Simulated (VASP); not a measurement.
# Pb (I4/mmm) in VASP: further runs

Runs on Pb. Level: PBE. Tasks: single point.

All numbers are computed with VASP 6.6.1; they aren't measurements. Logs are shortened: lines on timing, memory, paths and dates and some standing lists are left out, and cuts for length are marked.

### Step 1. The cell of the first run

It takes space group I4/mmm (No. 139, tetragonal). The conventional cell has a = 3.493 Å, b = 3.493 Å, c = 5.335 Å, α = 90.00°, β = 90.00°, γ = 90.00°. Pb (site symmetry 4/mmm) has 12 Pb at 3.49 to 3.64 Å within 4.6 Å.

### Step 2. Single point, PBE (strain +0.000 along x and y, +0.080 along z)

File INCAR:

```
ALGO = Fast
EDIFF = 1E-7
ENCUT = 520
GGA = PE
ISIF = 2
ISMEAR = 0
LASPH = True
LCHARG = False
LREAL = False
LWAVE = False
NBANDS = 13
NELM = 80
PREC = Accurate
SIGMA = 0.15
```

File KPOINTS:

```
k-points
0
Gamma
  16 16 16
```

File POSCAR:

```
Pb
1.0
    0.0000000000      2.4698000000      2.6673840000
    2.4698000000      0.0000000000      2.6673840000
    2.4698000000      2.4698000000      0.0000000000
Pb
1
Direct
    0.0000000000      0.0000000000      0.0000000000
```

Potentials or basis: VASP PAW PBE potentials, release 64 (Pb_d).

Launch:

```sh
$ cat potpaw_PBE.64/Pb_d/POTCAR > POTCAR
$ mpirun -np 1 vasp_std > vasp.out
```

OUTCAR:

```text
EDIFF = 1E-7
   ENCUT = 520
   GGA = PE
   ISIF = 2
   ISMEAR = 0
   LASPH = True
   LREAL = False
   NELM = 80
   PREC = Accurate

 ion  position               nearest neighbor table
   1  0.000  0.000  0.000-

  LATTYP: Found a body centered tetragonal cell.
 ALAT       =     3.4928246563
 C/A-ratio  =     1.5273506474

  Lattice vectors:

 A1 = (  -2.4698000000,   0.0000000000,   2.6673840000)
 A2 = (   2.4698000000,   0.0000000000,   2.6673840000)
 A3 = (   0.0000000000,   2.4698000000,  -2.6673840000)

Analysis of symmetry for initial positions (statically):
=====================================================================
 Subroutine PRICEL returns:
 Original cell was already a primitive cell.

 Routine SETGRP: Setting up the symmetry group for a
 body centered tetragonal supercell.

 Subroutine GETGRP returns: Found 16 space group operations
 (whereof 16 operations were pure point group operations)
 out of a pool of 16 trial point group operations.

The static configuration has the point symmetry D_4h.

Analysis of symmetry for dynamics (positions and initial velocities):
=====================================================================
 Subroutine PRICEL returns:
 Original cell was already a primitive cell.

 Routine SETGRP: Setting up the symmetry group for a
 body centered tetragonal supercell.

 Subroutine GETGRP returns: Found 16 space group operations
 (whereof 16 operations were pure point group operations)
 out of a pool of 16 trial point group operations.

The dynamic configuration has the point symmetry D_4h.

 Subroutine INISYM returns: Found 16 space group operations
 (whereof 16 operations are pure point group operations),
 and found     1 'primitive' translations

----------------------------------------------------------------------------------------

                                     Primitive cell

  volume of cell :      32.5416

  direct lattice vectors                    reciprocal lattice vectors
     0.000000000  2.469800000  2.667384000    -0.202445542  0.202445542  0.187449576
     2.469800000  0.000000000  2.667384000     0.202445542 -0.202445542  0.187449576
     2.469800000  2.469800000  0.000000000     0.202445542  0.202445542 -0.187449576

  length of vectors
     3.635223438  3.635223438  3.492824656     0.342207157  0.342207157  0.342207157

  position of ions in fractional coordinates (direct lattice)
     0.000000000  0.000000000  0.000000000
[... 77 lines left out ...]
   LREAL  =      F    real-space projection
   EDIFFG = 0.1E-05   stopping-criterion for IOM
   NSW    =      0    number of steps for IOM
   IBRION =     -1    ionic relax: 0-MD 1-quasi-New 2-CG
   NFREE  =      0    steps in history (QN), initial steepest desc. (CG)
   ISIF   =      2    stress and relaxation
   ISYM   =      2    0-nonsym 1-usesym 2-fastsym
   POTIM  = 0.5000    time-step for ionic-motion
   TEBEG  =    0.0;   TEEND  =   0.0 temperature during run
   PSTRESS=    0.0 pullay stress
   NELECT =      14.0000    total number of electrons
   NUPDOWN=      -1.0000    fix difference up-down
   EMIN   =  10.00;   EMAX   =-10.00  energy-range for DOS
   EFERMI =   0.00;   METHOD = LEGACY
   ISMEAR =     0;   SIGMA  =   0.15  broadening in eV -4-tet -1-fermi 0-gaus
   EFERMI_NEDOS =   21; number of points for ismear=-14 and -15
   IALGO  =     68    algorithm
   IMIX   =      4    mixing-type and parameters
     AMIX     =   0.40;   BMIX     =  1.00
     AMIX_MAG =   1.60;   BMIX_MAG =  1.00
  volume/ion in A,a.u.               =      32.54       219.60
  Fermi-wavevector in a.u.,A,eV,Ry     =   1.235865  2.335447 20.781036  1.527363
  Thomas-Fermi vector in A             =   2.370497
   LORBIT       =      0    0 simple, 1 ext, 2 COOP (PROOUT), +10 PAW based schemes
   GGA     = PE    functional components
   LHFCALC =     F    Hartree Fock is set to
   AEXX    =    0.0000 exact exchange contribution
   IVDW    =     0    specifies the selected vdW correction
   LEPSILON=     F    determine dielectric tensor
   LRPA    =     F    only Hartree local field effects (RPA)
 non-spin polarized calculation
 RMM-DIIS sequential band-by-band and
 Gauss-broadening in eV      SIGMA  =   0.15
  energy-cutoff  :      520.00
  volume of cell :       32.54
 maximum number of plane-waves:       906
   NGX = 13   NGY = 13   NGZ = 13

 number of electron      14.0000004 magnetization

 Free energy of the ion-electron system (eV)
  ---------------------------------------------------
  ext. energy  EPLUGINS =         0.00000000
  ---------------------------------------------------
  free energy    TOTEN  =        -3.56153184 eV

  energy without entropy =       -3.55621668  energy(sigma->0) =       -3.55887426

 E-fermi :   6.5328     XC(G=0):  -9.8501

 val. band max:        6.5320079731   @ k =  -0.4375   0.1875   0.3750
 cond. band min:       6.5439706005   @ k =  -0.1250   0.2500   0.1875
 fundamental gap:      0.0119626274
 Fermi energy:         6.5327909299

 k-point     1 :       0.0000    0.0000    0.0000
  band No.  band energies     occupation
      1     -10.5708      2.00000
      2     -10.4870      2.00000
      3     -10.4870      2.00000
      4     -10.4416      2.00000
      5     -10.3681      2.00000
      6      -4.7826      2.00000
      7      13.3744      0.00000
      8      13.3744      0.00000
      9      13.4062      0.00000
     10      16.2836      0.00000
     11      16.9763      0.00000
     12      18.4355      0.00000
     13      18.6046      0.00000
[... 354 lines left out ...]
  band No.  band energies     occupation
      1     -10.5497      2.00000
      2     -10.4929      2.00000
      3     -10.4778      2.00000
      4     -10.4326      2.00000
      5     -10.3767      2.00000
      6      -4.5866      2.00000
      7      11.5386      0.00000
      8      12.5510      0.00000
      9      13.4910      0.00000
     10      15.9376      0.00000
     11      17.6903      0.00000
     12      18.7049      0.00000
     13      19.1505      0.00000

 [... further k-points ...]
[... 5 lines left out ...]
  --------------------------------------------------------------------------------------
  -------------------------------------------------------------------------------------
  Total       -0.0780813     -0.0780813     -0.2575380      0.0000000     -0.0000000     -0.0000000
  in kB       -3.8443109     -3.8443109    -12.6798105      0.0000000     -0.0000000     -0.0000000
  external PRESSURE =      -6.7894774 kB  Pullay stress =       0.0000000 kB

 VOLUME and BASIS-vectors are now :
 -----------------------------------------------------------------------------
  energy-cutoff  :      520.00
  volume of cell :       32.54
      direct lattice vectors                 reciprocal lattice vectors
     0.000000000  2.469800000  2.667384000    -0.202445542  0.202445542  0.187449576
     2.469800000  0.000000000  2.667384000     0.202445542 -0.202445542  0.187449576
     2.469800000  2.469800000  0.000000000     0.202445542  0.202445542 -0.187449576

 POSITION                                       TOTAL-FORCE (eV/Angst)
 -----------------------------------------------------------------------------------
      0.00000      0.00000      0.00000         0.000000      0.000000      0.000000
 -----------------------------------------------------------------------------------
    total drift:                               -0.000000     -0.000000     -0.000000

  FREE ENERGIE OF THE ION-ELECTRON SYSTEM (eV)
  ---------------------------------------------------
  free  energy   TOTEN  =        -3.5615318390 eV

  energy  without entropy=       -3.5562166806  energy(sigma->0) =       -3.55887426
```

Wall time 2.2 min (1 thread of Intel Xeon 6975P-C, shared host); peak memory 0.26 GiB.

Results:

| Quantity | Value |
| --- | --- |
| Free energy | -3.5615 eV |
| Pressure | -0.7 GPa |
| Band gap on the k mesh | zero (band 7 reaches 13.37 eV, above the bottom of band 8 at 4.80 eV) |

Levels at points of the mesh, in eV from the Fermi level:
```csv
k point,band 5,band 6,band 7,band 8,band 9,band 10
"(0.00, 0.00, 0.00)",-16.90,-11.32,6.84,6.84,6.87,9.75
"(0.50, 0.00, 0.00)",-16.81,-8.08,-3.88,4.50,5.80,8.46
"(0.50, 0.50, 0.00)",-16.81,-7.36,-3.36,2.56,2.56,5.74
"(0.50, 0.00, 0.50)",-16.76,-6.57,-2.82,1.44,1.95,4.94
```

Caveat: the cell differs from its parent crystal (strain +0.000 along x and y, +0.080 along z); spin-orbit coupling is left out, which moves the levels of the heavy elements.

### Step 3. Single point, PBE (strain +0.040 along x and y, +0.000 along z)

File INCAR:

```
ALGO = Fast
EDIFF = 1E-6
ENCUT = 520
GGA = PE
ISIF = 2
ISMEAR = 0
LASPH = True
LCHARG = True
LELF = True
LREAL = False
LVHAR = True
LWAVE = False
NBANDS = 13
NELM = 100
PREC = Accurate
SIGMA = 0.15
```

KPOINTS is that of step 2.

File POSCAR:

```
Pb
1.0
    0.0000000000      2.5685920000      2.4698000000
    2.5685920000      0.0000000000      2.4698000000
    2.5685920000      2.5685920000      0.0000000000
Pb
1
Direct
    0.0000000000      0.0000000000      0.0000000000
```

Potentials or basis: VASP PAW PBE potentials, release 64 (Pb_d).

Launch:

```sh
$ cat potpaw_PBE.64/Pb_d/POTCAR > POTCAR
$ mpirun -np 1 vasp_std > vasp.out
```

Wall time 1.8 min (1 thread of Intel Xeon 6975P-C, shared host); peak memory 0.26 GiB.

Results (log left out):

```yaml
Free_energy: -3.5642 eV
Pressure: -0.8 GPa
Band_gap_on_the_k_mesh: zero (band 7 reaches 13.32 eV, above the bottom of band 8 at 4.91 eV)
```

Stress tensor (GPa, compression positive):
```
-1.01  0.00  0.00
 0.00 -1.01  0.00
 0.00  0.00 -0.33
```

Levels at points of the mesh, in eV from the Fermi level:
| k point | band 4 | band 5 | band 6 | band 7 | band 8 | band 9 | band 10 | band 11 |
| --- | --- | --- | --- | --- | --- | --- | --- | --- |
| (0.00, 0.00, 0.00) | -16.97 | -16.94 | -11.32 | 6.78 | 6.85 | 6.85 | 9.69 | 10.40 |
| (0.50, 0.00, 0.00) | -16.86 | -16.84 | -8.10 | -3.89 | 4.86 | 5.41 | 8.73 | 9.21 |
| (0.50, 0.50, 0.00) | -16.82 | -16.82 | -6.61 | -2.82 | 1.64 | 1.64 | 4.89 | 6.14 |
| (0.50, 0.00, 0.50) | -16.84 | -16.81 | -6.99 | -3.13 | 1.97 | 2.21 | 5.28 | 6.54 |

Caveat: the cell differs from its parent crystal (strain +0.040 along x and y, +0.000 along z); spin-orbit coupling is left out, which moves the levels of the heavy elements.

### Step 4. Single point, PBE (strain +0.080 along x and y, -0.040 along z)

File INCAR:

```
ALGO = Fast
EDIFF = 1E-7
ENCUT = 520
GGA = PE
ISIF = 2
ISMEAR = 0
LASPH = T
LCHARG = T
LELF = T
LREAL = F
LVHAR = T
LWAVE = F
NBANDS = 13
NELM = 60
PREC = Accurate
SIGMA = 0.15
```

KPOINTS is that of step 3.

File POSCAR:

```
Pb
1.0
    0.0000000000      2.6673840000      2.3710080000
    2.6673840000      0.0000000000      2.3710080000
    2.6673840000      2.6673840000      0.0000000000
Pb
1
Direct
    0.0000000000      0.0000000000      0.0000000000
```

Launch:

```sh
$ cat potpaw_PBE.64/Pb_d/POTCAR > POTCAR
$ mpirun -np 1 vasp_std > vasp.out
```

It took 2.3 min on 1 thread of Intel Xeon 6975P-C, shared host; peak memory 0.27 GiB.

The run converged. Its results:

```yaml
Free_energy: -3.5461 eV
Pressure: -1.9 GPa
Band_gap_on_the_k_mesh: zero (band 7 reaches 12.64 eV, above the bottom of band 8 at 4.55 eV)
```

Stress tensor (GPa, compression positive):
```
-2.13  0.00  0.00
 0.00 -2.13  0.00
 0.00  0.00 -1.31
```

Levels at points of the mesh, in eV from the Fermi level:
```tsv
k point	band 4	band 5	band 6	band 7	band 8	band 9	band 10	band 11
(0.00, 0.00, 0.00)	-16.97	-16.90	-11.10	6.48	6.66	6.66	9.79	10.03
(0.50, 0.00, 0.00)	-16.86	-16.81	-8.04	-3.71	4.20	5.48	8.11	9.68
(0.50, 0.50, 0.00)	-16.80	-16.80	-6.23	-2.22	1.08	1.08	4.46	5.60
(0.50, 0.00, 0.50)	-16.85	-16.79	-7.24	-3.16	2.08	2.77	5.53	6.81
```

Caveat: the cell differs from its parent crystal (strain +0.080 along x and y, -0.040 along z); spin-orbit coupling is left out, which moves the levels of the heavy elements.

### Step 5. Single point, PBE (strain +0.080 along x and y, +0.000 along z)

File INCAR:

```
  PREC = Accurate
  ENCUT = 520
  EDIFF = 1E-6
  ISMEAR = 0
  SIGMA = 0.15
  LREAL = F
  LASPH = T
  NELM = 100
  ALGO = Fast
  ISIF = 2
  LWAVE = F
  LCHARG = T
  GGA = PE
  LELF = T
  LVHAR = T
  NBANDS = 13
```

File KPOINTS:

```
Automatic mesh
0
Gamma
  16 16 16
```

File POSCAR:

```
Pb
1.0
    0.0000000000      2.6673840000      2.4698000000
    2.6673840000      0.0000000000      2.4698000000
    2.6673840000      2.6673840000      0.0000000000
Pb
1
Direct
    0.0000000000      0.0000000000      0.0000000000
```

Potentials or basis: VASP PAW PBE potentials, release 64 (Pb_d).

Launch:

```sh
$ cat potpaw_PBE.64/Pb_d/POTCAR > POTCAR
$ mpirun -np 1 vasp_std > vasp.out
```

OUTCAR:

```text
PREC = Accurate
   ENCUT = 520
   EDIFF = 1E-6
   ISMEAR = 0
   LREAL = F
   LASPH = T
   NELM = 100
   ISIF = 2
   GGA = PE

 ion  position               nearest neighbor table
   1  0.000  0.000  0.000-

  LATTYP: Found a body centered tetragonal cell.
 ALAT       =     3.7722506289
 C/A-ratio  =     1.3094570022

  Lattice vectors:

 A1 = (   0.0000000000,  -2.6673840000,  -2.4698000000)
 A2 = (   0.0000000000,   2.6673840000,  -2.4698000000)
 A3 = (   2.6673840000,   0.0000000000,   2.4698000000)

Analysis of symmetry for initial positions (statically):
=====================================================================
 Subroutine PRICEL returns:
 Original cell was already a primitive cell.

 Routine SETGRP: Setting up the symmetry group for a
 body centered tetragonal supercell.

 Subroutine GETGRP returns: Found 16 space group operations
 (whereof 16 operations were pure point group operations)
 out of a pool of 16 trial point group operations.

The static configuration has the point symmetry D_4h.

Analysis of symmetry for dynamics (positions and initial velocities):
[... 160 lines left out ...]
 val. band max:        5.7518894749   @ k =   0.3750   0.0625   0.2500
 cond. band min:       5.7760387096   @ k =   0.3750   0.3125   0.0625
 fundamental gap:      0.0241492347
 Fermi energy:         5.7593300152

 k-point     1 :       0.0000    0.0000    0.0000
  band No.  band energies     occupation
      1     -11.2795      2.00000
      2     -11.2795      2.00000
      3     -11.2238      2.00000
      4     -11.2025      2.00000
      5     -11.1487      2.00000
      6      -5.1041      2.00000
      7      11.9804      0.00000
      8      12.0856      0.00000
      9      12.0856      0.00000
     10      15.2723      0.00000
     11      15.4293      0.00000
     12      17.1944      0.00000
     13      17.1961      0.00000
[... 354 lines left out ...]
  band No.  band energies     occupation
      1     -11.2779      2.00000
      2     -11.2707      2.00000
      3     -11.2154      2.00000
      4     -11.2040      2.00000
      5     -11.1481      2.00000
      6      -4.9424      2.00000
      7      10.5935      0.00000
      8      11.3026      0.00000
      9      12.0519      0.00000
     10      15.0444      0.00000
     11      16.1300      0.00000
     12      17.2840      0.00000
     13      17.4034      0.00000

 [... further k-points ...]
[... 5 lines left out ...]
  --------------------------------------------------------------------------------------
  -------------------------------------------------------------------------------------
  Total       -0.7018049     -0.7018049     -0.5518132      0.0000000      0.0000000      0.0000000
  in kB      -31.9936733    -31.9936733    -25.1558982      0.0000000      0.0000000      0.0000000
  external PRESSURE =     -29.7144149 kB  Pullay stress =       0.0000000 kB

 VOLUME and BASIS-vectors are now :
 -----------------------------------------------------------------------------
  energy-cutoff  :      520.00
  volume of cell :       35.14
      direct lattice vectors                 reciprocal lattice vectors
     0.000000000  2.667384000  2.469800000    -0.187449576  0.187449576  0.202445542
     2.667384000  0.000000000  2.469800000     0.187449576 -0.187449576  0.202445542
     2.667384000  2.667384000  0.000000000     0.187449576  0.187449576 -0.202445542

 POSITION                                       TOTAL-FORCE (eV/Angst)
 -----------------------------------------------------------------------------------
      0.00000      0.00000      0.00000         0.000000      0.000000      0.000000
 -----------------------------------------------------------------------------------
    total drift:                               -0.000000     -0.000000     -0.000000

  FREE ENERGIE OF THE ION-ELECTRON SYSTEM (eV)
  ---------------------------------------------------
  free  energy   TOTEN  =        -3.5297902506 eV

  energy  without entropy=       -3.5217389409  energy(sigma->0) =       -3.52576460
```

OSZICAR:

```text
N       E                     dE             d eps       ncg     rms          rms(c)
DAV:   1     0.108358046712E+03    0.10836E+03   -0.70537E+03  9169   0.120E+03
DAV:   2     0.192779035776E+01   -0.10643E+03   -0.10334E+03  9524   0.307E+02
DAV:   3    -0.340054710427E+01   -0.53283E+01   -0.53091E+01 11218   0.740E+01
DAV:   4    -0.353122763708E+01   -0.13068E+00   -0.13065E+00 11370   0.128E+01
DAV:   5    -0.353703779579E+01   -0.58102E-02   -0.58100E-02 12791   0.244E+00    0.426E-01
RMM:   6    -0.353055309527E+01    0.64847E-02   -0.94271E-03 10646   0.136E+00    0.238E-01
RMM:   7    -0.352954267433E+01    0.10104E-02   -0.65708E-03 10790   0.880E-01    0.943E-02
RMM:   8    -0.352972669142E+01   -0.18402E-03   -0.16163E-03 12013   0.636E-01    0.175E-02
RMM:   9    -0.352978042787E+01   -0.53736E-04   -0.54392E-04 13207   0.246E-01    0.172E-02
RMM:  10    -0.352978309709E+01   -0.26692E-05   -0.16972E-04 11616   0.229E-01    0.405E-03
RMM:  11    -0.352978894577E+01   -0.58487E-05   -0.72515E-05 14433   0.863E-02    0.295E-03
RMM:  12    -0.352979004359E+01   -0.10978E-05   -0.11008E-05 10119   0.358E-02    0.321E-03
RMM:  13    -0.352979025059E+01   -0.20700E-06   -0.13460E-06  6211   0.162E-02
   1 F= -.35297903E+01 E0= -.35257646E+01  d E =-.805131E-02
```

It took 1.8 min on 1 thread of Intel Xeon 6975P-C, shared host; peak memory 0.27 GiB.

Results:

```
Free energy            : -3.5298 eV
Pressure               : -3.0 GPa
Band gap on the k mesh : zero (band 7 reaches 11.98 eV, above the bottom of band 8 at 4.28 eV)
```

Stress tensor (GPa, compression positive):
```
-3.20  0.00  0.00
 0.00 -3.20  0.00
 0.00  0.00 -2.52
```

Caveat: the cell differs from its parent crystal (strain +0.080 along x and y, +0.000 along z); spin-orbit coupling is left out, which moves the levels of the heavy elements.

### Step 6. The runs side by side

```tsv
cell	further INCAR settings	gap on the mesh (eV)	pressure (GPa)
a = 3.635, b = 3.635, c = 3.493 Å, angles 61.3, 61.3, 57.4°, 1 atom	ALGO = Fast; EDIFF = 1e-07; NBANDS = 13	none	-0.7
a = 3.563, b = 3.563, c = 3.633 Å, angles 59.4, 59.4, 61.3°, 1 atom	ALGO = Fast; EDIFF = 1e-06; NBANDS = 13	none	-0.8
a = 3.569, b = 3.569, c = 3.772 Å, angles 58.1, 58.1, 63.8°, 1 atom	ALGO = Fast; EDIFF = 1e-07; NBANDS = 13	none	-1.9
a = 3.635, b = 3.635, c = 3.772 Å, angles 58.7, 58.7, 62.5°, 1 atom	ALGO = Fast; EDIFF = 1e-06; NBANDS = 13	none	-3.0
```

Alike in all rows: task single point; level PBE; potentials or basis VASP PAW PBE potentials, release 64 (Pb_d); no spin polarisation; k mesh 16 × 16 × 16; cutoff (eV) 520; smearing gaussian 0.15 eV.

Caveats: spin-orbit coupling is left out, which moves the levels of the heavy elements.

Absolute energies hang on the potentials; compare differences alone.
